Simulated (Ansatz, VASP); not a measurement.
**One calculation of Al3GaN4, two programs**

The input INCAR:

```
SYSTEM = Al3GaN4
PREC = Accurate ; ENCUT = 600
EDIFF = 1E-7 ; ISMEAR = 0
SIGMA = 0.02 ; LREAL = .FALSE.
LASPH = .TRUE. ; NELM = 60
ALGO = Normal ; ISIF = 3
LWAVE = .FALSE. ; LCHARG = .FALSE.
GGA = PS ; IBRION = 2
NSW = 100 ; EDIFFG = -0.005
```

Contents of KPOINTS:

```
Automatic mesh
0
G
  6 6 6
  0 0 0
```

Contents of POSCAR:

```
Al3GaN4
1.0
    4.4014385300      0.0000000000      0.0000000000
    0.0000000000      4.4014385300      0.0000000000
    0.0000000000      0.0000000000      4.4014385300
Al Ga N
3 1 4
Direct
    0.5000000000      0.5000000000      0.0000000000
    0.5000000000      0.0000000000      0.5000000000
    0.0000000000      0.5000000000      0.5000000000
    0.0000000000      0.0000000000      0.0000000000
    0.7441634300      0.7441634300      0.2558365700
    0.7441634300      0.2558365700      0.7441634300
    0.2558365700      0.7441634300      0.7441634300
    0.2558365700      0.2558365700      0.2558365700
```

Input for Ansatz:

```yaml
crystal:
  lattice:
    - [4.40143853, 0.0, 0.0]
    - [0.0, 4.40143853, 0.0]
    - [0.0, 0.0, 4.40143853]
  atoms:
    - { symbol: Al, position: [0.5, 0.5, 0.0] }
    - { symbol: Al, position: [0.5, 0.0, 0.5] }
    - { symbol: Al, position: [0.0, 0.5, 0.5] }
    - { symbol: Ga, position: [0.0, 0.0, 0.0] }
    - { symbol: "N", position: [0.74416343, 0.74416343, 0.25583657] }
    - { symbol: "N", position: [0.74416343, 0.25583657, 0.74416343] }
    - { symbol: "N", position: [0.25583657, 0.74416343, 0.74416343] }
    - { symbol: "N", position: [0.25583657, 0.25583657, 0.25583657] }
basis:
  ecutwfc: 520.0
kpoints:
  mp_grid: { grid: [6, 6, 6] }
hamiltonian:
  xc: pbesol
scf:
  occupations: { method: gaussian, width: 0.02 }
output:
  forces: true
  stress: true
  eigenvalues: true
  write_density: true
  write_potential: true
  elf: true
  volumetric_format: npy
relax:
  adjacent_minimum: "off"
  f_tol: 0.005
  max_steps: 80
  cell: { stress_tol: 0.05 }
```

Alike in both runs: task relaxation of cell and atoms; functional PBEsol; k mesh 6 × 6 × 6; occupations gaussian, width 0.02 eV; no spin polarisation.

```csv
,VASP,Ansatz
version,VASP 6.6.1,Ansatz 0.2.0
potentials or method,"VASP PAW PBE potentials, release 64 (Al, Ga_d, N), cutoff 600 eV","scalar-relativistic, plane waves, PAW"
valence electrons in the cell,42,42
```

|  | VASP | Ansatz | Ansatz less VASP |
| --- | --- | --- | --- |
| gap on the k mesh at the Fermi level, each at its own relaxed structure (eV) | 3.32 | 3.32 | +0.004 |
| relaxed volume (Å³/atom) | 10.69 | 10.70 | +0.011 |
| relaxed cell length with the largest relative difference (Å) | 4.406 | 4.407 | +0.0014 |

VASP's potentials were made for PBE, not for PBEsol.
